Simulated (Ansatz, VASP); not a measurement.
# CdSiP2: VASP beside Ansatz

```
CELL_PARAMETERS angstrom
-2.84361 2.84361 5.24856
2.84361 -2.84361 5.24856
2.84361 2.84361 -5.24856
ATOMIC_POSITIONS crystal
Cd 0.75000 0.25000 0.50000
Cd 0.00000 0.00000 0.00000
Si 0.50000 0.50000 0.00000
Si 0.25000 0.75000 0.50000
P 0.87500 0.82813 0.45313
P 0.17187 0.62500 0.04687
P 0.37500 0.42187 0.54687
P 0.57813 0.12500 0.95313
```

Alike in both runs: task single point; functional PBE; k mesh 6 × 6 × 6; no spin polarisation.

```csv
,VASP,Ansatz
version,VASP 6.6.1,Ansatz 0.2.0
potentials or method,"VASP PAW PBE potentials, release 64 (Cd, Si, P)","plane waves, PAW"
plane-wave cutoff (eV),500,420
occupations,"gaussian, width 0.01 eV",fixed
valence electrons in the cell,52,68
```

|  | VASP | Ansatz | Ansatz less VASP |
| --- | --- | --- | --- |
| gap on the k mesh at the Fermi level (eV) | 1.39 | 1.39 | 0.000 |

VASP's potentials hold 52 valence electrons a cell and Ansatz's 68, so a difference there can come from the potentials and not from the codes.
